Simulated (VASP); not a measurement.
# MgS (P1) in VASP: single point with PBE

Aim: the single point of MgS with PBE.

Everything below comes from runs of VASP 6.6.1. Logs are shortened: lines on timing, memory, paths and dates and some standing lists are left out, and cuts for length are marked.

**1. The cell of the first run**

The typed cell holds 2 atoms: a = 3.679 Å, b = 3.679 Å, c = 3.679 Å, α = 60.00°, β = 60.00°, γ = 60.00°.

**2. Single point, PBE (one atom moved)**

Input file INCAR:

```
SYSTEM = MgS
PREC = Accurate ; ENCUT = 520
EDIFF = 1E-6 ; ISMEAR = 0
SIGMA = 0.02 ; LREAL = .False.
LASPH = .True. ; NELM = 100
ALGO = Normal ; ISIF = 2
LWAVE = .False. ; LCHARG = .False.
GGA = PE ; NBANDS = 11
```

Input file KPOINTS:

```
regular mesh
0
Gamma
  8 8 8
  0 0 0
```

Input file POSCAR:

```
MgS
1.0
    0.0000000000      2.6016500000      2.6016500000
    2.6016500000      0.0000000000      2.6016500000
    2.6016500000      2.6016500000      0.0000000000
Mg S
1 1
Direct
    0.0000000000      0.0000000000      0.0000000000
    0.5627082813      0.5130205831      0.3790479119
```

Potentials or basis: VASP PAW PBE potentials, release 64 (Mg, S).

The run is started by

```sh
cat potpaw_PBE.64/Mg/POTCAR potpaw_PBE.64/S/POTCAR > POTCAR
mpirun -np 1 vasp_std > vasp.out
```

OUTCAR:

```text
SYSTEM = MgS
   PREC = Accurate
   ENCUT = 520
   EDIFF = 1E-6
   ISMEAR = 0
   LREAL = .False.
   LASPH = .True.
   NELM = 100
   ISIF = 2
   GGA = PE

 ion  position               nearest neighbor table
   1  0.000  0.000  0.000-   2 2.33   2 2.43   2 2.47   2 2.77   2 2.82   2 2.89
   2  0.563  0.513  0.379-   1 2.33   1 2.43   1 2.47   1 2.77   1 2.82   1 2.89

  LATTYP: Found a face centered cubic cell.
 ALAT       =     5.2033000000

  Lattice vectors:

 A1 = (   0.0000000000,   2.6016500000,   2.6016500000)
 A2 = (   2.6016500000,   0.0000000000,   2.6016500000)
 A3 = (   2.6016500000,   2.6016500000,   0.0000000000)

Analysis of symmetry for initial positions (statically):
=====================================================================
 Subroutine PRICEL returns:
 Original cell was already a primitive cell.

 Routine SETGRP: Setting up the symmetry group for a
 face centered cubic supercell.

 Subroutine GETGRP returns: Found  1 space group operations
 (whereof  1 operations were pure point group operations)
 out of a pool of 48 trial point group operations.

The static configuration has the point symmetry C_1 .

Analysis of symmetry for dynamics (positions and initial velocities):
=====================================================================
 Subroutine PRICEL returns:
 Original cell was already a primitive cell.

 Routine SETGRP: Setting up the symmetry group for a
 face centered cubic supercell.

 Subroutine GETGRP returns: Found  1 space group operations
 (whereof  1 operations were pure point group operations)
 out of a pool of 48 trial point group operations.

The dynamic configuration has the point symmetry C_1 .

 Subroutine INISYM returns: Found  1 space group operations
 (whereof  1 operations are pure point group operations),
 and found     1 'primitive' translations

----------------------------------------------------------------------------------------

                                     Primitive cell

  volume of cell :      35.2190

  direct lattice vectors                    reciprocal lattice vectors
     0.000000000  2.601650000  2.601650000    -0.192185728  0.192185728  0.192185728
     2.601650000  0.000000000  2.601650000     0.192185728 -0.192185728  0.192185728
     2.601650000  2.601650000  0.000000000     0.192185728  0.192185728 -0.192185728

  length of vectors
     3.679288715  3.679288715  3.679288715     0.332875446  0.332875446  0.332875446

  position of ions in fractional coordinates (direct lattice)
     0.000000000  0.000000000  0.000000000
[... 81 lines left out ...]
   NSW    =      0    number of steps for IOM
   IBRION =     -1    ionic relax: 0-MD 1-quasi-New 2-CG
   NFREE  =      0    steps in history (QN), initial steepest desc. (CG)
   ISIF   =      2    stress and relaxation
   ISYM   =      2    0-nonsym 1-usesym 2-fastsym
   POTIM  = 0.5000    time-step for ionic-motion
   TEBEG  =    0.0;   TEEND  =   0.0 temperature during run
   PSTRESS=    0.0 pullay stress
   NELECT =       8.0000    total number of electrons
   NUPDOWN=      -1.0000    fix difference up-down
   EMIN   =  10.00;   EMAX   =-10.00  energy-range for DOS
   EFERMI =   0.00;   METHOD = LEGACY
   ISMEAR =     0;   SIGMA  =   0.02  broadening in eV -4-tet -1-fermi 0-gaus
   EFERMI_NEDOS =   21; number of points for ismear=-14 and -15
   IALGO  =     38    algorithm
   IMIX   =      4    mixing-type and parameters
     AMIX     =   0.40;   BMIX     =  1.00
     AMIX_MAG =   1.60;   BMIX_MAG =  1.00
  volume/ion in A,a.u.               =      17.61       118.83
  Fermi-wavevector in a.u.,A,eV,Ry     =   0.998878  1.887606 13.575323  0.997758
  Thomas-Fermi vector in A             =   2.131131
   LORBIT       =      0    0 simple, 1 ext, 2 COOP (PROOUT), +10 PAW based schemes
   GGA     = PE    functional components
   LHFCALC =     F    Hartree Fock is set to
   AEXX    =    0.0000 exact exchange contribution
   IVDW    =     0    specifies the selected vdW correction
   LEPSILON=     F    determine dielectric tensor
   LRPA    =     F    only Hartree local field effects (RPA)
 non-spin polarized calculation
 Gauss-broadening in eV      SIGMA  =   0.02
  energy-cutoff  :      520.00
  volume of cell :       35.22
 maximum number of plane-waves:       960
   NGX = 13   NGY = 13   NGZ = 13

 number of electron       8.0000000 magnetization

 Free energy of the ion-electron system (eV)
  ---------------------------------------------------
  ext. energy  EPLUGINS =         0.00000000
  ---------------------------------------------------
  free energy    TOTEN  =        -8.29450367 eV

  energy without entropy =       -8.29450367  energy(sigma->0) =       -8.29450367

 E-fermi :   3.8421     XC(G=0):  -9.6522

 val. band max:        3.7630117643   @ k =   0.0000   0.0000   0.0000
 cond. band min:       6.5174936743   @ k =   0.5000   0.0000   0.5000
 fundamental gap:      2.7544819100
 Fermi energy:         3.8421218896

 k-point     1 :       0.0000    0.0000    0.0000
  band No.  band energies     occupation
      1      -8.9861      2.00000
      2       3.5116      2.00000
      3       3.6096      2.00000
      4       3.7630      2.00000
      5       7.3845      0.00000
      6      11.6093      0.00000
      7      11.6182      0.00000
      8      11.8234      0.00000
      9      14.2758      0.00000
     10      14.4009      0.00000
     11      15.9872      0.00000
[... 309 lines left out ...]
 k-point    24 :       0.1250    0.1250   -0.1250
  band No.  band energies     occupation
      1      -8.4740      2.00000
      2       1.4378      2.00000
      3       2.9625      2.00000
      4       3.0828      2.00000
      5       9.2040      0.00000
      6      10.4645      0.00000
      7      11.2685      0.00000
      8      12.4269      0.00000
      9      13.5365      0.00000
     10      15.0206      0.00000
     11      17.1698      0.00000

 [... further k-points ...]
[... 5 lines left out ...]
  --------------------------------------------------------------------------------------
  -------------------------------------------------------------------------------------
  Total        2.1018006      0.5426141      0.9611749     -0.1792737      0.0982168      0.2513978
  in kB       95.6148794     24.6845414     43.7256602     -8.1554977      4.4680698     11.4365588
  external PRESSURE =      54.6750270 kB  Pullay stress =       0.0000000 kB

 VOLUME and BASIS-vectors are now :
 -----------------------------------------------------------------------------
  energy-cutoff  :      520.00
  volume of cell :       35.22
      direct lattice vectors                 reciprocal lattice vectors
     0.000000000  2.601650000  2.601650000    -0.192185728  0.192185728  0.192185728
     2.601650000  0.000000000  2.601650000     0.192185728 -0.192185728  0.192185728
     2.601650000  2.601650000  0.000000000     0.192185728  0.192185728 -0.192185728

 POSITION                                       TOTAL-FORCE (eV/Angst)
 -----------------------------------------------------------------------------------
      0.00000      0.00000      0.00000        -1.016879     -0.330745      0.505564
      2.32085      2.45012      2.79867         1.016879      0.330745     -0.505564
 -----------------------------------------------------------------------------------
    total drift:                               -0.000184     -0.000083      0.000113

  FREE ENERGIE OF THE ION-ELECTRON SYSTEM (eV)
  ---------------------------------------------------
  free  energy   TOTEN  =        -8.2945036746 eV

  energy  without entropy=       -8.2945036746  energy(sigma->0) =       -8.29450367
```

OSZICAR:

```text
N       E                     dE             d eps       ncg     rms          rms(c)
DAV:   1     0.225881138159E+02    0.22588E+02   -0.36213E+03  5936   0.594E+02
DAV:   2    -0.727739322484E+01   -0.29866E+02   -0.28311E+02  7109   0.101E+02
DAV:   3    -0.874562417416E+01   -0.14682E+01   -0.14657E+01  7070   0.237E+01
DAV:   4    -0.875472172959E+01   -0.90976E-02   -0.90968E-02  6821   0.225E+00
DAV:   5    -0.875480130797E+01   -0.79578E-04   -0.79578E-04  7207   0.207E-01    0.459E+00
DAV:   6    -0.834184280592E+01    0.41296E+00   -0.88551E-01  6581   0.372E+00    0.352E+00
DAV:   7    -0.829472057081E+01    0.47122E-01   -0.25946E-01  6937   0.220E+00    0.244E+00
DAV:   8    -0.829492780196E+01   -0.20723E-03   -0.16960E-02  6284   0.785E-01    0.114E+00
DAV:   9    -0.829447336969E+01    0.45443E-03   -0.14868E-03  6489   0.217E-01    0.248E-01
DAV:  10    -0.829451343729E+01   -0.40068E-04   -0.24486E-04  6835   0.770E-02    0.857E-02
DAV:  11    -0.829450321873E+01    0.10219E-04   -0.45969E-05  6767   0.289E-02    0.751E-03
DAV:  12    -0.829450367460E+01   -0.45587E-06   -0.14563E-06  5397   0.750E-03
   1 F= -.82945037E+01 E0= -.82945037E+01  d E =-.353346E-11
```

It used 62 s of CPU time on 1 thread of AMD EPYC 7R13 Processor (Zen 3), on a shared host.

Results:

- Free energy: -8.2945 eV
- Pressure: 5.5 GPa
- Largest force: 1.183 eV/Å
- Band gap on the k mesh: 2.75 eV, indirect (least direct gap 3.62 eV)

Forces in eV/Å, atoms in the order of the input:
```
Mg  -1.017 -0.331  0.506
S    1.017  0.331 -0.506
```

Caveat: the cell differs from its parent crystal (one atom moved); forces of over 1 eV/Å act on the atoms, so gaps and moduli don't describe the material at rest. A k mesh can miss the band edges.
